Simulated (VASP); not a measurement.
Here is a VASP 6.6.1 calculation.

Contents of POSCAR:

```
Pd
1.0
    0.0000000000      1.9558504376      1.9558504376
    1.9558504376      0.0000000000      1.9558504376
    1.9558504376      1.9558504376      0.0000000000
Pd
1
Direct
    0.0000000000      0.0000000000      0.0000000000
```

File INCAR.step1:

```
SYSTEM = Pd
PREC = Accurate ; ENCUT = 520
ISMEAR = 0 ; SIGMA = 0.3
LREAL = .False. ; LASPH = .True.
NELM = 100 ; NBANDS = 11
GGA = PE ; ALGO = Normal
EDIFF = 1E-4 ; LWAVE = .True.
LCHARG = .False.
```

INCAR.step2

```
SYSTEM = Pd
PREC = Accurate ; ENCUT = 520
EDIFF = 1E-7 ; ISMEAR = 0
SIGMA = 0.3 ; LREAL = .False.
LASPH = .True. ; NELM = 100
ALGO = Normal ; ISIF = 2
LWAVE = .False. ; LCHARG = .True.
METAGGA = R2SCAN ; LMIXTAU = .True.
LELF = .True. ; LVHAR = .True.
NBANDS = 11 ; ISTART = 1
```

KPOINTS

```
Automatic mesh
0
Gamma
  14 14 14
  0 0 0
```

Potentials or basis: VASP PAW PBE potentials, release 64 (Pd).

Launch:

```console
$ cat potpaw_PBE.64/Pd/POTCAR > POTCAR
$ cp INCAR.step1 INCAR
$ mpirun -np 1 vasp_std > vasp.out
$ cp INCAR.step2 INCAR
$ mpirun -np 1 vasp_std > vasp.out
```

Q: Predict the pressure.

A: 0.8 GPa.

Q: Predict the band gap on the k mesh.

A: Zero (bands 5 and 6 overlap by 1.65 eV).

Caveat: so wide a smearing shifts energies and pressures; the PAW data sets were made with another functional, which shifts forces and pressure a little.
